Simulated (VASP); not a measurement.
# CsCl (Pm-3m) in VASP: notebook

Aim: see how the results for CsCl move with the level of theory and the settings. Levels: PBEsol, r2SCAN. Tasks: single point.

Program: VASP 6.6.1. These are calculated values, not measurements. Logs are shortened: lines on timing, memory, paths and dates and some standing lists are left out, and cuts for length are marked.

### Step 1. The cell of the first run

It takes space group Pm-3m (No. 221, cubic). Conventional cell: a = 4.065 Å, b = 4.065 Å, c = 4.065 Å, α = 90.00°, β = 90.00°, γ = 90.00°. Cs (site symmetry m-3m) has 8 Cl at 3.52 Å and 6 Cs at 4.07 Å within 4.6 Å. Cl (site symmetry m-3m) has 8 Cs at 3.52 Å and 6 Cl at 4.07 Å within 4.6 Å.

### Step 2. Single point, PBEsol

The input, INCAR:

```
PREC = Accurate ; ENCUT = 500
EDIFF = 1E-6 ; ISMEAR = 0
SIGMA = 0.02 ; LREAL = F
LASPH = T ; NELM = 120
ALGO = Normal ; ISIF = 2
LWAVE = F ; LCHARG = F
GGA = PS ; NBANDS = 15
GGA_COMPAT = F
```

The input, KPOINTS:

```
regular mesh
0
Gamma
  6 6 6
```

The input, POSCAR:

```
CsCl
1.0
    4.0653527155      0.0000000000      0.0000000000
    0.0000000000      4.0653527155      0.0000000000
    0.0000000000      0.0000000000      4.0653527155
Cs Cl
1 1
Direct
    0.0000000000      0.0000000000      0.0000000000
    0.5000000000      0.5000000000      0.5000000000
```

Potentials or basis: VASP PAW PBE potentials, release 64 (Cs_sv, Cl).

Launch:

```bash
$ cat potpaw_PBE.64/Cs_sv/POTCAR potpaw_PBE.64/Cl/POTCAR > POTCAR
$ mpirun -np 1 vasp_std > vasp.out
```

OUTCAR:

```text
PREC = Accurate
   ENCUT = 500
   EDIFF = 1E-6
   ISMEAR = 0
   LREAL = F
   LASPH = T
   NELM = 120
   ISIF = 2
   GGA = PS

 ion  position               nearest neighbor table
   1  0.000  0.000  0.000-
   2  0.500  0.500  0.500-

  LATTYP: Found a simple cubic cell.
 ALAT       =     4.0653527155

  Lattice vectors:

 A1 = (   4.0653527155,   0.0000000000,   0.0000000000)
 A2 = (   0.0000000000,   4.0653527155,   0.0000000000)
 A3 = (   0.0000000000,   0.0000000000,   4.0653527155)

Analysis of symmetry for initial positions (statically):
=====================================================================
 Subroutine PRICEL returns:
 Original cell was already a primitive cell.

 Routine SETGRP: Setting up the symmetry group for a
 simple cubic supercell.

 Subroutine GETGRP returns: Found 48 space group operations
 (whereof 48 operations were pure point group operations)
 out of a pool of 48 trial point group operations.

The static configuration has the point symmetry O_h .

Analysis of symmetry for dynamics (positions and initial velocities):
=====================================================================
 Subroutine PRICEL returns:
 Original cell was already a primitive cell.

 Routine SETGRP: Setting up the symmetry group for a
 simple cubic supercell.

 Subroutine GETGRP returns: Found 48 space group operations
 (whereof 48 operations were pure point group operations)
 out of a pool of 48 trial point group operations.

The dynamic configuration has the point symmetry O_h .

 Subroutine INISYM returns: Found 48 space group operations
 (whereof 48 operations are pure point group operations),
 and found     1 'primitive' translations

----------------------------------------------------------------------------------------

                                     Primitive cell

  volume of cell :      67.1885

  direct lattice vectors                    reciprocal lattice vectors
     4.065352716  0.000000000  0.000000000     0.245981117  0.000000000  0.000000000
     0.000000000  4.065352716  0.000000000     0.000000000  0.245981117  0.000000000
     0.000000000  0.000000000  4.065352716     0.000000000  0.000000000  0.245981117

  length of vectors
     4.065352716  4.065352716  4.065352716     0.245981117  0.245981117  0.245981117

  position of ions in fractional coordinates (direct lattice)
     0.000000000  0.000000000  0.000000000
     0.500000000  0.500000000  0.500000000

  ion indices of the primitive-cell ions
   primitive index   ion index
                 1           1
                 2           2

----------------------------------------------------------------------------------------

 KPOINTS: regular mesh

Automatic generation of k-mesh.
 Grid dimensions read from file:
 generate k-points for:    6    6    6

 Generating k-lattice:

  Cartesian coordinates                     Fractional coordinates (reciprocal lattice)
     0.040996853  0.000000000  0.000000000     0.166666667  0.000000000  0.000000000
     0.000000000  0.040996853  0.000000000     0.000000000  0.166666667  0.000000000
     0.000000000  0.000000000  0.040996853     0.000000000  0.000000000  0.166666667

  Length of vectors
     0.040996853  0.040996853  0.040996853

  Shift w.r.t. Gamma in fractional coordinates (k-lattice)
     0.000000000  0.000000000  0.000000000

 Subroutine IBZKPT returns following result:
 ===========================================

 Found     20 irreducible k-points:

 Following reciprocal coordinates:
            Coordinates               Weight
  0.000000  0.000000  0.000000      1.000000
  0.166667  0.000000  0.000000      6.000000
  0.333333  0.000000  0.000000      6.000000
  0.500000  0.000000  0.000000      3.000000
  0.166667  0.166667  0.000000     12.000000
  0.333333  0.166667  0.000000     24.000000
[... 12 lines left out ...]
  0.500000  0.500000  0.333333      6.000000
  0.500000  0.500000  0.500000      1.000000
   k-points           NKPTS =     20   k-points in BZ     NKDIM =     20   number of bands    NBANDS=     15
   number of dos      NEDOS =    301   number of ions     NIONS =      2
   total plane-waves  NPLWV =  27000
   dimension x,y,z NGX =    30 NGY =   30 NGZ =   30
   dimension x,y,z NGXF=    60 NGYF=   60 NGZF=   60
   ions per type =               1   1
   NGX,Y,Z   is equivalent  to a cutoff of  12.27, 12.27, 12.27 a.u.
   NGXF,Y,Z  is equivalent  to a cutoff of  24.54, 24.54, 24.54 a.u.
 SYSTEM =  unknown system
   PREC   = accura    normal or accurate (medium, high low for compatibility)
   ISTART =      0    job   : 0-new  1-cont  2-samecut
   ICHARG =      2    charge: 1-file 2-atom 10-const
   ISPIN  =      1    spin polarized calculation?
   LNONCOLLINEAR =      F non collinear calculations
   LSORBIT =      F    spin-orbit coupling
   LASPH  =      T    aspherical Exc in radial PAW
   ENCUT  =  500.0 eV  36.75 Ry    6.06 a.u.   7.41  7.41  7.41*2*pi/ulx,y,z
   NELM   =    120;   NELMIN=  2; NELMDL= -5     # of ELM steps
   EDIFF  = 0.1E-05   stopping-criterion for ELM
   LREAL  =      F    real-space projection
   EDIFFG = 0.1E-04   stopping-criterion for IOM
   NSW    =      0    number of steps for IOM
   IBRION =     -1    ionic relax: 0-MD 1-quasi-New 2-CG
   NFREE  =      0    steps in history (QN), initial steepest desc. (CG)
   ISIF   =      2    stress and relaxation
   ISYM   =      2    0-nonsym 1-usesym 2-fastsym
   POTIM  = 0.5000    time-step for ionic-motion
   TEBEG  =    0.0;   TEEND  =   0.0 temperature during run
   PSTRESS=    0.0 pullay stress
   NELECT =      16.0000    total number of electrons
   NUPDOWN=      -1.0000    fix difference up-down
   EMIN   =  10.00;   EMAX   =-10.00  energy-range for DOS
   EFERMI =   0.00;   METHOD = LEGACY
   ISMEAR =     0;   SIGMA  =   0.02  broadening in eV -4-tet -1-fermi 0-gaus
   EFERMI_NEDOS =   21; number of points for ismear=-14 and -15
   IALGO  =     38    algorithm
   IMIX   =      4    mixing-type and parameters
     AMIX     =   0.40;   BMIX     =  1.00
     AMIX_MAG =   1.60;   BMIX_MAG =  1.00
  volume/ion in A,a.u.               =      33.59       226.71
  Fermi-wavevector in a.u.,A,eV,Ry     =   1.014729  1.917559 14.009569  1.029674
  Thomas-Fermi vector in A             =   2.147973
   LORBIT       =      0    0 simple, 1 ext, 2 COOP (PROOUT), +10 PAW based schemes
   GGA     = PS    functional components
   LHFCALC =     F    Hartree Fock is set to
   AEXX    =    0.0000 exact exchange contribution
   IVDW    =     0    specifies the selected vdW correction
   LEPSILON=     F    determine dielectric tensor
   LRPA    =     F    only Hartree local field effects (RPA)
 non-spin polarized calculation
 Gauss-broadening in eV      SIGMA  =   0.02
  energy-cutoff  :      500.00
  volume of cell :       67.19
 maximum number of plane-waves:      1743
 NGX is ok and might be reduce to    30
   NGX = 15   NGY = 15   NGZ = 15

 number of electron      16.0000008 magnetization

 Free energy of the ion-electron system (eV)
  ---------------------------------------------------
  ext. energy  EPLUGINS =         0.00000000
  ---------------------------------------------------
  free energy    TOTEN  =        -6.84492864 eV

  energy without entropy =       -6.84492864  energy(sigma->0) =       -6.84492864

 E-fermi :  -0.0383     XC(G=0):  -8.6740

 val. band max:       -0.1815083978   @ k =   0.0000   0.0000   0.0000
 cond. band min:       5.0292961355   @ k =   0.0000   0.0000   0.0000
 fundamental gap:      5.2108045333
 Fermi energy:        -0.0383090400

 k-point     1 :       0.0000    0.0000    0.0000
  band No.  band energies     occupation
      1     -19.5059      2.00000
      2     -12.3983      2.00000
      3      -5.9448      2.00000
      4      -5.9448      2.00000
      5      -5.9448      2.00000
      6      -0.1815      2.00000
      7      -0.1815      2.00000
      8      -0.1815      2.00000
      9       5.0293      0.00000
     10       5.0293      0.00000
     11       5.0562      0.00000
     12       9.9632      0.00000
     13       9.9632      0.00000
     14       9.9632      0.00000
     15      13.1056      0.00000

 k-point     2 :       0.1667    0.0000    0.0000
  band No.  band energies     occupation
      1     -19.4813      2.00000
      2     -12.4128      2.00000
      3      -6.1094      2.00000
      4      -5.9034      2.00000
      5      -5.9034      2.00000
      6      -0.5738      2.00000
      7      -0.2506      2.00000
      8      -0.2506      2.00000
      9       5.2255      0.00000
     10       5.6465      0.00000
     11       5.8124      0.00000
     12       9.7338      0.00000
     13       9.7338      0.00000
     14      10.1339      0.00000
     15      11.5507      0.00000

 k-point     3 :       0.3333    0.0000    0.0000
  band No.  band energies     occupation
      1     -19.4313      2.00000
      2     -12.4460      2.00000
      3      -6.3970      2.00000
      4      -5.8172      2.00000
      5      -5.8172      2.00000
      6      -1.2129      2.00000
      7      -0.3953      2.00000
      8      -0.3953      2.00000
      9       5.7423      0.00000
     10       6.8446      0.00000
     11       7.6192      0.00000
     12       9.4816      0.00000
     13       9.4816      0.00000
     14       9.7404      0.00000
     15      10.5667      0.00000
[... 271 lines left out ...]
 k-point    19 :       0.5000    0.5000    0.3333
  band No.  band energies     occupation
      1     -19.2639      2.00000
      2     -12.2357      2.00000
      3      -6.6211      2.00000
      4      -6.6211      2.00000
      5      -6.3433      2.00000
      6      -1.2299      2.00000
      7      -1.2299      2.00000
      8      -1.1836      2.00000
      9       7.7020      0.00000
     10       8.1711      0.00000
     11       8.1711      0.00000
     12       8.6064      0.00000
     13      10.8754      0.00000
     14      10.8754      0.00000
     15      12.5723      0.00000

 k-point    20 :       0.5000    0.5000    0.5000
  band No.  band energies     occupation
      1     -19.2441      2.00000
      2     -12.2114      2.00000
      3      -6.5425      2.00000
      4      -6.5425      2.00000
      5      -6.5425      2.00000
      6      -1.4299      2.00000
      7      -1.4299      2.00000
      8      -1.4299      2.00000
      9       8.4157      0.00000
     10       8.4157      0.00000
     11       8.4157      0.00000
     12      10.4292      0.00000
     13      10.4292      0.00000
     14      10.4292      0.00000
     15      12.6383      0.00000

------------------------ aborting loop because EDIFF is reached ----------------------------------------

  FORCE on cell =-STRESS in cart. coord.  units (eV):
  Direction    XX          YY          ZZ          XY          YZ          ZX
  --------------------------------------------------------------------------------------
  -------------------------------------------------------------------------------------
  Total        0.0344358      0.0344358      0.0344358     -0.0000000      0.0000000      0.0000000
  in kB        0.8211578      0.8211578      0.8211578     -0.0000000      0.0000000      0.0000000
  external PRESSURE =       0.8211578 kB  Pullay stress =       0.0000000 kB

 VOLUME and BASIS-vectors are now :
 -----------------------------------------------------------------------------
  energy-cutoff  :      500.00
  volume of cell :       67.19
      direct lattice vectors                 reciprocal lattice vectors
     4.065352716  0.000000000  0.000000000     0.245981117  0.000000000  0.000000000
     0.000000000  4.065352716  0.000000000     0.000000000  0.245981117  0.000000000
     0.000000000  0.000000000  4.065352716     0.000000000  0.000000000  0.245981117

 POSITION                                       TOTAL-FORCE (eV/Angst)
 -----------------------------------------------------------------------------------
      0.00000      0.00000      0.00000         0.000000      0.000000      0.000000
      2.03268      2.03268      2.03268         0.000000      0.000000      0.000000
 -----------------------------------------------------------------------------------
    total drift:                                0.000000      0.000000     -0.000000

  FREE ENERGIE OF THE ION-ELECTRON SYSTEM (eV)
  ---------------------------------------------------
  free  energy   TOTEN  =        -6.8449286431 eV

  energy  without entropy=       -6.8449286431  energy(sigma->0) =       -6.84492864
```

Run time: 13 s. Hardware: 1 thread of Intel Xeon Platinum 8259CL at 2.50GHz (Skylake/Cascade Lake), shared host; peak memory 0.17 GiB.

Results:

```yaml
Free_energy: -6.8449 eV
Pressure: 0.1 GPa
Band_gap_on_the_k_mesh: 5.21 eV
```

Caveat: the PAW data sets were made with another functional, which shifts forces and pressure a little; spin-orbit coupling is left out, which moves the levels of the heavy elements.

### Step 3. Single point, PBEsol

This run uses another cell than the first one, of 35.04 Å³/atom.

The input, INCAR:

```
SYSTEM = CsCl
PREC     = Accurate       ! precision mode
ENCUT    = 500            ! plane-wave cutoff, eV
EDIFF    = 1E-6           ! SCF threshold, eV
ISMEAR   = 0              ! smearing method
SIGMA    = 0.1            ! smearing width, eV
LREAL    = .FALSE.        ! projectors in reciprocal space
LASPH    = .TRUE.         ! aspherical terms in the spheres
NELM     = 120            ! most SCF steps
ALGO     = Normal         ! electronic algorithm
ISIF     = 2              ! what is computed and relaxed
LWAVE    = .FALSE.        ! write WAVECAR
LCHARG   = .TRUE.         ! write CHGCAR
GGA      = PS             ! functional
LELF     = .TRUE.         ! ELF
LVHAR    = .TRUE.       
NBANDS   = 15             ! bands
GGA_COMPAT= .FALSE.
```

The input, KPOINTS:

```
Automatic mesh
0
G
  4 4 4
  0 0 0
```

The input, POSCAR:

```
CsCl
1.0
    4.1230000000      0.0000000000      0.0000000000
    0.0000000000      4.1230000000      0.0000000000
    0.0000000000      0.0000000000      4.1230000000
Cs Cl
1 1
Direct
    0.0000000000      0.0000000000      0.0000000000
    0.5000000000      0.5000000000      0.5000000000
```

Potentials or basis: VASP PAW PBE potentials, release 64 (Cs_sv, Cl).

Launch:

```bash
$ cat potpaw_PBE.64/Cs_sv/POTCAR potpaw_PBE.64/Cl/POTCAR > POTCAR
$ mpirun -np 1 vasp_std > vasp.out
```

Run time: 7.4 s. Hardware: 1 thread of Intel Xeon Platinum 8559C (Emerald Rapids), shared host; peak memory 0.16 GiB.

It converged, with:

* Free energy: -6.8399 eV
* Pressure: -0.6 GPa
* Band gap on the k mesh: 5.05 eV

Levels at points of the mesh, in eV from the valence-band top:
| k point | band 5 | band 6 | band 7 | band 8 | band 9 | band 10 | band 11 | band 12 |
| --- | --- | --- | --- | --- | --- | --- | --- | --- |
| (0.00, 0.00, 0.00) | -5.84 | 0.00 | 0.00 | 0.00 | 5.05 | 5.26 | 5.26 | 10.00 |
| (0.50, 0.00, 0.00) | -5.69 | -1.21 | -0.25 | -0.25 | 6.31 | 7.49 | 8.69 | 9.09 |
| (0.50, 0.50, 0.00) | -5.60 | -0.44 | -0.44 | -0.06 | 5.81 | 5.88 | 7.89 | 7.89 |
| (0.50, 0.50, 0.50) | -6.38 | -1.13 | -1.13 | -1.13 | 8.41 | 8.41 | 8.41 | 10.36 |

Caveat: the PAW data sets were made with another functional, which shifts forces and pressure a little; spin-orbit coupling is left out, which moves the levels of the heavy elements.

[end of part 1 of 2]
